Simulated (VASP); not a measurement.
# CaO (P2_1/m) in VASP: further runs, part 2 of 2

VASP 6.6.1.

## Step 5: Single point, PBE (strain +0.0100 x Voigt [0, 0, 0, 0, 0, 1])

INCAR reads:

```
SYSTEM = CaO
PREC = Accurate
ENCUT = 520
EDIFF = 1E-6
ISMEAR = 0
SIGMA = 0.05
LREAL = .False.
LASPH = .True.
NELM = 80
ALGO = Normal
ISIF = 2
LWAVE = .False.
LCHARG = .True.
GGA = PE
LELF = .True.
LVHAR = .True.
NBANDS = 24
```

KPOINTS reads:

```
Automatic mesh
0
Gamma
  9 9 6
  0 0 0
```

POSCAR reads:

```
CaO
1.0
    3.9919758245      0.0199598791      0.0000000000
   -1.9787021498      3.4471725358      0.0000000000
    0.0000000000      0.0000000000      4.7848400100
Ca O
2 2
Direct
    0.3333333333      0.6666666667      0.7500000000
    0.6666666667      0.3333333333      0.2500000000
    0.3333333333      0.6666666667      0.2500000000
    0.6666666667      0.3333333333      0.7500000000
```

Potentials or basis: VASP PAW PBE potentials, release 64 (Ca_sv, O).

Started as:

```
$ cat potpaw_PBE.64/Ca_sv/POTCAR potpaw_PBE.64/O/POTCAR > POTCAR
$ mpirun -np 1 vasp_std > vasp.out
```

OUTCAR:

```text
SYSTEM = CaO
   PREC = Accurate
   ENCUT = 520
   EDIFF = 1E-6
   ISMEAR = 0
   LREAL = .False.
   LASPH = .True.
   NELM = 80
   ISIF = 2
   GGA = PE

 ion  position               nearest neighbor table
   1  0.333  0.667  0.750-   4 2.29   4 2.30   4 2.31   3 2.39   3 2.39
   2  0.667  0.333  0.250-   3 2.29   3 2.30   3 2.31   4 2.39   4 2.39
   3  0.333  0.667  0.250-   2 2.29   2 2.30   2 2.31   1 2.39   1 2.39
   4  0.667  0.333  0.750-   1 2.29   1 2.30   1 2.31   2 2.39   2 2.39

  Warning from LATTYP: Monoclinic adjustment (A1->A3, A2->A1, A3->A2)!
  LATTYP: Found a simple monoclinic cell.
 ALAT       =     3.9747025913
 B/A-ratio  =     1.2038234057
 C/A-ratio  =     1.0043583469
 COS(beta)  =    -0.4934813924

  Lattice vectors:

 A1 = (  -1.9787021498,   3.4471725358,   0.0000000000)
 A2 = (   0.0000000000,   0.0000000000,   4.7848400100)
 A3 = (   3.9919758245,   0.0199598791,   0.0000000000)

Analysis of symmetry for initial positions (statically):
=====================================================================
 Subroutine PRICEL returns:
 Original cell was already a primitive cell.

 Routine SETGRP: Setting up the symmetry group for a
 simple monoclinic supercell.

 Subroutine GETGRP returns: Found  4 space group operations
 (whereof  2 operations were pure point group operations)
 out of a pool of  4 trial point group operations.

The static configuration has the point symmetry S_2 .
 The point group associated with its full space group is C_2h.

Analysis of symmetry for dynamics (positions and initial velocities):
=====================================================================
 Subroutine PRICEL returns:
 Original cell was already a primitive cell.

 Routine SETGRP: Setting up the symmetry group for a
 simple monoclinic supercell.

 Subroutine GETGRP returns: Found  4 space group operations
 (whereof  2 operations were pure point group operations)
 out of a pool of  4 trial point group operations.

The dynamic configuration has the point symmetry S_2 .
 The point group associated with its full space group is C_2h.

 Subroutine INISYM returns: Found  4 space group operations
 (whereof  2 operations are pure point group operations),
 and found     1 'primitive' translations

----------------------------------------------------------------------------------------

                                     Primitive cell

  volume of cell :      66.0333

  direct lattice vectors                    reciprocal lattice vectors
     3.991975824  0.019959879  0.000000000     0.249785625  0.143378769  0.000000000
    -1.978702150  3.447172536  0.000000000    -0.001446313  0.289262625  0.000000000
     0.000000000  0.000000000  4.784840010     0.000000000  0.000000000  0.208993404

  length of vectors
     3.992025724  3.974702591  4.784840010     0.288010989  0.289266241  0.208993404

  position of ions in fractional coordinates (direct lattice)
     0.333333333  0.666666667  0.750000000
     0.666666667  0.333333333  0.250000000
     0.333333333  0.666666667  0.250000000
     0.666666667  0.333333333  0.750000000

  ion indices of the primitive-cell ions
   primitive index   ion index
                 1           1
                 2           2
                 3           3
                 4           4

----------------------------------------------------------------------------------------

 KPOINTS: Automatic mesh

Automatic generation of k-mesh.
 Grid dimensions read from file:
 generate k-points for:    9    9    6

 Generating k-lattice:

  Cartesian coordinates                     Fractional coordinates (reciprocal lattice)
     0.027753958  0.015930974  0.000000000     0.111111111 -0.000000000  0.000000000
    -0.000160701  0.032140292  0.000000000    -0.000000000  0.111111111  0.000000000
     0.000000000  0.000000000  0.034832234     0.000000000  0.000000000  0.166666667

  Length of vectors
     0.032001221  0.032140693  0.034832234

  Shift w.r.t. Gamma in fractional coordinates (k-lattice)
     0.000000000  0.000000000  0.000000000

 Subroutine IBZKPT returns following result:
 ===========================================

 Found    164 irreducible k-points:

 Following reciprocal coordinates:
            Coordinates               Weight
  0.000000  0.000000  0.000000      1.000000
  0.111111 -0.000000  0.000000      2.000000
  0.222222  0.000000  0.000000      2.000000
  0.333333 -0.000000  0.000000      2.000000
  0.444444  0.000000  0.000000      2.000000
  0.000000  0.111111  0.000000      2.000000
[... 16 lines left out ...]
 -0.111111  0.222222  0.000000      2.000000
 -0.000000  0.333333  0.000000      2.000000
 [... further k-points ...]
   k-points           NKPTS =    164   k-points in BZ     NKDIM =    164   number of bands    NBANDS=     24
   number of dos      NEDOS =    301   number of ions     NIONS =      4
   total plane-waves  NPLWV =  32400
   dimension x,y,z NGX =    30 NGY =   30 NGZ =   36
   dimension x,y,z NGXF=    60 NGYF=   60 NGZF=   72
   ions per type =               2   2
   NGX,Y,Z   is equivalent  to a cutoff of  12.49, 12.55, 12.51 a.u.
   NGXF,Y,Z  is equivalent  to a cutoff of  24.99, 25.10, 25.02 a.u.
 SYSTEM =  CaO
   PREC   = accura    normal or accurate (medium, high low for compatibility)
   ISTART =      0    job   : 0-new  1-cont  2-samecut
   ICHARG =      2    charge: 1-file 2-atom 10-const
   ISPIN  =      1    spin polarized calculation?
   LNONCOLLINEAR =      F non collinear calculations
   LSORBIT =      F    spin-orbit coupling
   LASPH  =      T    aspherical Exc in radial PAW
   ENCUT  =  520.0 eV  38.22 Ry    6.18 a.u.   7.42  7.39  8.90*2*pi/ulx,y,z
   NELM   =     80;   NELMIN=  2; NELMDL= -5     # of ELM steps
   EDIFF  = 0.1E-05   stopping-criterion for ELM
   LREAL  =      F    real-space projection
   EDIFFG = 0.1E-04   stopping-criterion for IOM
   NSW    =      0    number of steps for IOM
   IBRION =     -1    ionic relax: 0-MD 1-quasi-New 2-CG
   NFREE  =      0    steps in history (QN), initial steepest desc. (CG)
   ISIF   =      2    stress and relaxation
   ISYM   =      2    0-nonsym 1-usesym 2-fastsym
   POTIM  = 0.5000    time-step for ionic-motion
   TEBEG  =    0.0;   TEEND  =   0.0 temperature during run
   PSTRESS=    0.0 pullay stress
   NELECT =      32.0000    total number of electrons
   NUPDOWN=      -1.0000    fix difference up-down
   EMIN   =  10.00;   EMAX   =-10.00  energy-range for DOS
   EFERMI =   0.00;   METHOD = LEGACY
   ISMEAR =     0;   SIGMA  =   0.05  broadening in eV -4-tet -1-fermi 0-gaus
   EFERMI_NEDOS =   21; number of points for ismear=-14 and -15
   IALGO  =     38    algorithm
   IMIX   =      4    mixing-type and parameters
     AMIX     =   0.40;   BMIX     =  1.00
     AMIX_MAG =   1.60;   BMIX_MAG =  1.00
  volume/ion in A,a.u.               =      16.51       111.40
  Fermi-wavevector in a.u.,A,eV,Ry     =   1.285890  2.429980 22.497412  1.653513
  Thomas-Fermi vector in A             =   2.417997
   LORBIT       =      0    0 simple, 1 ext, 2 COOP (PROOUT), +10 PAW based schemes
   GGA     = PE    functional components
   LHFCALC =     F    Hartree Fock is set to
   AEXX    =    0.0000 exact exchange contribution
   IVDW    =     0    specifies the selected vdW correction
   LEPSILON=     F    determine dielectric tensor
   LRPA    =     F    only Hartree local field effects (RPA)
 non-spin polarized calculation
 Gauss-broadening in eV      SIGMA  =   0.05
  energy-cutoff  :      520.00
  volume of cell :       66.03
 maximum number of plane-waves:      1809
 NGX is ok and might be reduce to    30
   NGX = 15   NGY = 15   NGZ = 17

 number of electron      31.9999991 magnetization

 Free energy of the ion-electron system (eV)
  ---------------------------------------------------
  ext. energy  EPLUGINS =         0.00000000
  ---------------------------------------------------
  free energy    TOTEN  =       -25.34448392 eV

  energy without entropy =      -25.34448392  energy(sigma->0) =      -25.34448392

 E-fermi :   1.6304     XC(G=0):  -9.3950

 val. band max:        1.3459267553   @ k =   0.0000   0.0000   0.0000
 cond. band min:       4.5073379835   @ k =   0.0000   0.0000   0.0000
 fundamental gap:      3.1614112282
 Fermi energy:         1.6304196524

 k-point     1 :       0.0000    0.0000    0.0000
  band No.  band energies     occupation
      1     -36.3090      2.00000
      2     -36.1784      2.00000
      3     -17.6466      2.00000
      4     -17.4074      2.00000
      5     -17.4051      2.00000
      6     -17.2107      2.00000
[... 637 lines left out ...]
     23       9.5534      0.00000
     24       9.7252      0.00000

 [... further k-points ...]
[... 5 lines left out ...]
  --------------------------------------------------------------------------------------
  -------------------------------------------------------------------------------------
  Total        0.5623216      0.5597866      0.7089942     -0.1687245      0.0000000      0.0000000
  in kB       13.6437056     13.5821980     17.2024493     -4.0937923      0.0000000      0.0000000
  external PRESSURE =      14.8094510 kB  Pullay stress =       0.0000000 kB

 VOLUME and BASIS-vectors are now :
 -----------------------------------------------------------------------------
  energy-cutoff  :      520.00
  volume of cell :       66.03
      direct lattice vectors                 reciprocal lattice vectors
     3.991975824  0.019959879  0.000000000     0.249785625  0.143378769  0.000000000
    -1.978702150  3.447172536  0.000000000    -0.001446313  0.289262625  0.000000000
     0.000000000  0.000000000  4.784840010     0.000000000  0.000000000  0.208993404

 POSITION                                       TOTAL-FORCE (eV/Angst)
 -----------------------------------------------------------------------------------
      0.01152      2.30477      3.58863        -0.064413      0.000956      0.000000
      2.00175      1.16236      1.19621         0.064413     -0.000956     -0.000000
      0.01152      2.30477      1.19621        -0.049814      0.000899      0.000000
      2.00175      1.16236      3.58863         0.049814     -0.000899      0.000000
 -----------------------------------------------------------------------------------
    total drift:                               -0.000000      0.000000     -0.000000

  FREE ENERGIE OF THE ION-ELECTRON SYSTEM (eV)
  ---------------------------------------------------
  free  energy   TOTEN  =       -25.3444839210 eV

  energy  without entropy=      -25.3444839210  energy(sigma->0) =      -25.34448392
```

OSZICAR:

```text
N       E                     dE             d eps       ncg     rms          rms(c)
DAV:   1     0.323319146977E+03    0.32332E+03   -0.16424E+04  7872   0.133E+03
DAV:   2    -0.336993648072E+01   -0.32669E+03   -0.30877E+03  9184   0.388E+02
DAV:   3    -0.292221004277E+02   -0.25852E+02   -0.25675E+02 12840   0.104E+02
DAV:   4    -0.301088167090E+02   -0.88672E+00   -0.88545E+00 11128   0.171E+01
DAV:   5    -0.301323356321E+02   -0.23519E-01   -0.23518E-01 11384   0.202E+00    0.131E+01
DAV:   6    -0.254740669462E+02    0.46583E+01   -0.22072E+01 11264   0.300E+01    0.544E+00
DAV:   7    -0.253928565497E+02    0.81210E-01   -0.25250E+00 10424   0.104E+01    0.281E+00
DAV:   8    -0.253505704534E+02    0.42286E-01   -0.34572E-01 10896   0.454E+00    0.902E-01
DAV:   9    -0.253405987157E+02    0.99717E-02   -0.92228E-02  9968   0.183E+00    0.225E-01
DAV:  10    -0.253446859132E+02   -0.40872E-02   -0.96705E-03  8872   0.659E-01    0.141E-01
DAV:  11    -0.253446454882E+02    0.40425E-04   -0.58716E-03 10256   0.410E-01    0.103E-01
DAV:  12    -0.253444803350E+02    0.16515E-03   -0.10119E-03  9240   0.228E-01    0.117E-02
DAV:  13    -0.253444832478E+02   -0.29128E-05   -0.46680E-05 11208   0.497E-02    0.615E-03
DAV:  14    -0.253444839210E+02   -0.67324E-06   -0.39675E-06  8736   0.123E-02
   1 F= -.25344484E+02 E0= -.25344484E+02  d E =-.505478E-18
```

Wall time 6.8 min (1 thread of Oxide Virtual Turin-like, shared host); peak memory 0.29 GiB.

Results:

| Property | Result |
| --- | --- |
| Free energy | -25.3445 eV |
| Pressure | 1.5 GPa |
| Largest force | 0.064 eV/Å |
| Band gap on the k mesh | 3.16 eV, direct |

Forces in eV/Å, atoms in the order of the input:
```
Ca  -0.064  0.001  0.000
Ca   0.064 -0.001  0.000
O   -0.050  0.001  0.000
O    0.050 -0.001  0.000
```

Levels at points of the mesh, in eV from the valence-band top:
```tsv
k point	band 12	band 13	band 14	band 15	band 16	band 17	band 18	band 19	band 20	band 21
(0.00, 0.00, 0.00)	-1.19	-1.16	-1.14	-1.09	0.00	3.16	6.13	6.14	7.70	7.73
(0.00, 0.00, 0.50)	-1.58	-1.30	-1.30	-1.28	-1.28	4.97	4.97	7.75	7.75	7.77
```

Caveat: the cell differs from its parent crystal (strain +0.0100 x Voigt [0, 0, 0, 0, 0, 1]).

## Step 6: Summary

| cell | gap on the mesh (eV) | pressure (GPa) | largest force (eV/Å) |
| --- | --- | --- | --- |
| a = 3.993, b = 4.061, c = 4.785 Å, angles 90.0, 90.0, 121.7°, 4 atoms | 3.17 | 1.6 | 0.26 |
| a = 3.992, b = 3.940, c = 4.785 Å, angles 90.0, 90.0, 118.7°, 4 atoms | 3.16 | 1.5 | 0.19 |
| a = 3.992, b = 4.027, c = 4.785 Å, angles 90.0, 90.0, 120.9°, 4 atoms | 3.16 | 1.5 | 0.13 |
| a = 3.992, b = 3.975, c = 4.785 Å, angles 90.0, 90.0, 119.6°, 4 atoms | 3.16 | 1.5 | 0.06 |

Alike in all rows: task single point; level PBE; potentials or basis VASP PAW PBE potentials, release 64 (Ca_sv, O); no spin polarisation; k mesh 9 × 9 × 6; cutoff (eV) 520; smearing gaussian 0.05 eV.

Absolute energies hang on the potentials; compare differences alone.
